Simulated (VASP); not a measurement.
Set up this calculation in VASP 6.6.1, as the native input.

```yaml
Task: single point
Functional: PBE
Potentials_or_basis: VASP PAW PBE potentials, release 64 (Sr_sv, O)
Cutoff: 600 eV
k_mesh: 6 × 6 × 6
Occupations: gaussian, width 0.01 eV
Spin: no spin polarisation
Dipole_correction: no
Further_INCAR_settings: ALGO = Normal; EDIFF = 1e-06; NBANDS = 15
```

The structure of SrO (pbe) lies in POSCAR:

```
SrO
1.0
    0.0000000000      2.5716301319      2.6131918310
    2.5716301319      0.0000000000      2.6131918310
    2.5716301319      2.5716301319      0.0000000000
Sr O
1 1
Direct
    0.0000000000      0.0000000000      0.0000000000
    0.5000000000      0.5000000000      0.5000000000
```

One way to write it, as run:

INCAR

```
SYSTEM = SrO
PREC = Accurate
ENCUT = 600
EDIFF = 1E-6
ISMEAR = 0
SIGMA = 0.01
LREAL = .FALSE.
LASPH = .TRUE.
NELM = 120
ALGO = Normal
ISIF = 2
LWAVE = .FALSE.
LCHARG = .FALSE.
GGA = PE
NBANDS = 15
GGA_COMPAT = .FALSE.
```

KPOINTS

```
regular mesh
0
G
  6 6 6
  0 0 0
```

Potentials or basis: VASP PAW PBE potentials, release 64 (Sr_sv, O).

Launch:

```console
$ cat potpaw_PBE.64/Sr_sv/POTCAR potpaw_PBE.64/O/POTCAR > POTCAR
$ mpirun -np 1 vasp_std > vasp.out
```

Results of the run:

The pressure is 1.7 GPa and the band gap on the k mesh is 3.24 eV, indirect (least direct gap 3.33 eV).

It took 20 s on 1 thread of Intel(R) Xeon(R) Platinum 8375C CPU @ 2.90GHz (Ice Lake), on a shared host, peak memory 0.18 GiB.
